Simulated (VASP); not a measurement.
## CO2: single point with PBE

The system is CO2.

```
CELL_PARAMETERS angstrom
-1.95481 1.95481 2.96733
1.95481 -1.95481 2.96733
1.95481 1.95481 -2.96733
ATOMIC_POSITIONS crystal
C 0.00000 0.00000 0.00000
C 0.75000 0.25000 0.50000
O 0.37500 0.29235 0.41735
O 0.70765 0.12500 0.08265
O 0.87500 0.95765 0.58265
O 0.04235 0.62500 0.91735
```

```
Program             : VASP 6.6.1
Task                : single point
Functional          : PBE
Potentials or basis : VASP PAW PBE potentials, release 64 (C, O)
Cutoff              : 520 eV
k mesh              : 8 × 8 × 8
Occupations         : gaussian, width 0.01 eV
Spin                : no spin polarisation
```

```
Pressure               : 9.2 GPa
Largest force          : 0.341 eV/Å
Band gap on the k mesh : 7.74 eV, indirect (least direct gap 8.17 eV)
```

Forces on the atoms (eV/Å):
```
C    0.000  0.000  0.000
C    0.000  0.000  0.000
O    0.341  0.000  0.000
O    0.000 -0.341  0.000
O   -0.341  0.000  0.000
O    0.000  0.341  0.000
```

Stress tensor (GPa, compression positive):
```
9.42 0.00 0.00
0.00 9.42 0.00
0.00 0.00 8.72
```

Levels at points of the mesh, in eV from the valence-band top:
```
           k point  band 12  band 13  band 14  band 15  band 16  band 17  band 18  band 19  band 20  band 21
(0.00, 0.00, 0.00)    -1.27    -1.27    -0.88    -0.88    -0.43     7.74     9.49     9.49     9.58    12.44
(0.50, 0.00, 0.00)    -2.31    -1.73    -1.43    -0.43     0.00     8.43     9.71     9.91    10.51    12.60
(0.50, 0.50, 0.00)    -2.71    -0.66    -0.66    -0.54    -0.54     9.14     9.14    10.12    10.12    11.85
(0.50, 0.50, 0.50)    -3.13    -2.89    -2.89    -0.03    -0.03     9.03     9.03    10.95    10.95    11.60
```

Run time: 42 s on 1 thread of AMD EPYC 9R45 96-Core Processor (Zen 5), on a shared host, peak memory 0.16 GiB.

A k mesh can miss the band edges. Expect the measured gap to be larger: semilocal functionals such as PBE lack the derivative discontinuity.
